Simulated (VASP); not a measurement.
Wanted: the native input for a VASP 6.6.1 run.

```
Task                   : single point
Functional             : PBE
Potentials or basis    : VASP PAW PBE potentials, release 64 (Ga_d, N)
Cutoff                 : 520 eV
k mesh                 : 10 × 10 × 10
Occupations            : fermi-dirac, width 0.02 eV
Spin                   : no spin polarisation
Dipole correction      : no
Further INCAR settings : ALGO = Normal; EDIFF = 1e-06; NBANDS = 16
```

The structure of GaN lies in POSCAR:

```
GaN
1.0
    0.0000000000      2.1340290692      2.1340290692
    2.1340290692      0.0000000000      2.1340290692
    2.1340290692      2.1340290692      0.0000000000
Ga N
1 1
Direct
    0.5000000000      0.5000000000      0.5000000000
    0.0000000000      0.0000000000      0.0000000000
```

These files were run (other wordings do the same):

INCAR

```
ALGO = Normal ; EDIFF = 1E-6
ENCUT = 520 ; GGA = PE
ISIF = 2 ; ISMEAR = -1
LASPH = T ; LCHARG = F
LREAL = F ; LWAVE = F
NBANDS = 16 ; NELM = 80
PREC = Accurate ; SIGMA = 0.02
```

KPOINTS

```
k-points
0
Gamma
  10 10 10
```

Potentials or basis: VASP PAW PBE potentials, release 64 (Ga_d, N).

Command:

```sh
$ cat potpaw_PBE.64/Ga_d/POTCAR potpaw_PBE.64/N/POTCAR > POTCAR
$ mpirun -np 1 vasp_std > vasp.out
```

Results of the run:

```json
{
 "Pressure": "0.8 GPa",
 "Band gap on the k mesh": "0.44 eV, indirect (least direct gap 2.39 eV)"
}
```

Run time: 11 s on 1 thread of Intel(R) Xeon(R) Platinum 8488C (Sapphire Rapids) (shared host), peak memory 0.14 GiB.
